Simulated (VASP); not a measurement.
Input of a VASP 6.6.1 run:

File INCAR:

```
ALGO     = Normal         # electronic algorithm
EDIFF    = 1E-6           # SCF threshold, eV
ENCUT    = 520            # plane-wave cutoff, eV
GGA      = PE             # functional
ISIF     = 2              # what is computed and relaxed
ISMEAR   = -1             # smearing method
IVDW     = 12             # dispersion correction
LASPH    = True           # aspherical terms in the spheres
LCHARG   = False          # write CHGCAR
LREAL    = Auto         
LWAVE    = False          # write WAVECAR
NBANDS   = 78             # bands
NELM     = 80             # most SCF steps
PREC     = Accurate       # precision mode
SIGMA    = 0.05           # smearing width, eV
```

Contents of KPOINTS:

```
k-points
0
Gamma
  1 1 1
```

The input POSCAR:

```
N
1.0
    8.8620950000      0.0000000000      0.0000000000
    0.0000000000      8.8620950000      0.0000000000
    0.0000000000      0.0000000000      8.8620950000
N
24
Direct
    0.2721027026      0.4361835435      0.3641351170
    0.2396273116      0.4154773787      0.2467249561
   -0.2660883234      0.9486470186      0.1911963255
   -0.1887928306      0.8617149782      0.2396837317
    0.7722440348      0.5024771231      0.4560321233
    0.7117053022      0.6028145715      0.4146423617
    0.0955755947      0.7815307780      0.5922978709
    0.1432279839      0.8928814236      0.5600932962
    0.7465277680      0.9157089830      0.8146832098
    0.8593453354      0.8631367639      0.8058252592
    0.4698437559      0.8033427762      0.2431027878
    0.3817381782      0.7589627509      0.3222488588
    0.7522938989      0.2917143181      0.7454557867
    0.8476663814      0.2134935362      0.7122469348
    0.8143559734      0.5203058645      1.0593093394
    0.8353216706      0.5872426328      0.9551466104
    0.5551847503      0.2173978049      0.1387256625
    0.5957169270      0.3088660187      0.2099390720
    0.5106241809     -0.0273637328      0.6042363572
    0.6294899795     -0.0019069983      0.5564824119
    0.4438002526      0.5094957795      0.8344979376
    0.4486975145      0.5500279561      0.7157336950
    0.1555501267      0.8079128017      1.0183822223
    0.1633473800      0.8984895784      0.9324206071
```

Potentials or basis: VASP PAW PBE potentials, release 64 (N).

Run with:

```console
$ cat potpaw_PBE.64/N/POTCAR > POTCAR
$ mpirun -np 1 vasp_gam > vasp.out
```

What does it give for the dispersion energy per atom?

-0.044 eV.

What does it give for the band gap on the k mesh?

6.81 eV.

Estimate the pressure.

0.4 GPa.

Stress tensor (GPa, compression positive):
```
-0.91  0.14  1.29
 0.14  1.04  0.28
 1.29  0.28  1.08
```

Caveat: the k points lie up to 0.71 Å⁻¹ apart; the standard files for N, O and F lose accuracy on very short bonds.
